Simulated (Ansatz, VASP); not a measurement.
# WS2 in VASP and in Ansatz

INCAR

```
  ALGO = Normal
  EDIFF = 1E-6
  ENCUT = 520
  GGA = PE
  ISIF = 2
  ISMEAR = 0
  LASPH = True
  LCHARG = False
  LREAL = False
  LWAVE = False
  NBANDS = 35
  NELM = 100
  PREC = Accurate
  SIGMA = 0.2
```

File KPOINTS:

```
k-points
0
Gamma
  8 8 2
```

The input POSCAR:

```
WS2
1.0
    2.9631155479      0.0000000000      0.0000000000
    0.0000000000      2.9631155479      0.0000000000
    0.0000000000      0.0000000000     14.4826590818
W S
2 4
Direct
    1.0000000000      0.0000000000      0.0000000000
    1.0000000000      0.0000000000      0.5000000000
    0.5000000000      0.5000000000      0.1002424159
    0.5000000000      0.5000000000      0.6002424159
    0.5000000000      0.5000000000      0.3997575841
    0.5000000000      0.5000000000      0.8997575841
```

Input for Ansatz:

```yaml
crystal:
  lattice:
    - [2.9631155479, 0.0, 0.0]
    - [0.0, 2.9631155479, 0.0]
    - [0.0, 0.0, 14.4826590818]
  atoms:
    - { symbol: W, position: [1.0, 0.0, 0.0] }
    - { symbol: W, position: [1.0, 0.0, 0.5] }
    - { symbol: S, position: [0.5, 0.5, 0.1002424159] }
    - { symbol: S, position: [0.5, 0.5, 0.6002424159] }
    - { symbol: S, position: [0.5, 0.5, 0.3997575841] }
    - { symbol: S, position: [0.5, 0.5, 0.8997575841] }
basis:
  ecutwfc: 420
kpoints:
  mp_grid: { grid: [8, 8, 2] }
hamiltonian:
  xc: pbe
scf:
  occupations: { method: gaussian, width: 0.2 }
  lower_state_search: "off"
output:
  forces: true
  stress: true
  eigenvalues: true
```

Alike in both runs: task single point; functional PBE; k mesh 8 × 8 × 2; occupations gaussian, width 0.2 eV; no spin polarisation.

```csv
,VASP,Ansatz
version,VASP 6.6.1,Ansatz 0.2.0
potentials or method,"VASP PAW PBE potentials, release 64 (W_sv, S), cutoff 520 eV","scalar-relativistic, plane waves, PAW"
valence electrons in the cell,52,52
```

VASP gave:

* gap on the k mesh at the Fermi level (eV): none
* pressure (GPa): 0.0
* traceless stress, the component that is largest in VASP (GPa): 0.18
* rms of the force components (eV/Å): 0.018

Q: What did Ansatz give for the same quantities?

A: gap on the k mesh at the Fermi level (eV): none; pressure (GPa): 0.0; traceless stress, the component that is largest in VASP (GPa): 0.24; rms of the force components (eV/Å): 0.018.

Atom by atom the forces differ by 0.000 eV/Å (rms over components). A gap of «none» marks a metal or a gap that the smearing closes. The functional is the same, so the differences come from potentials, cutoffs and numerics.

Spin-orbit coupling is off throughout.
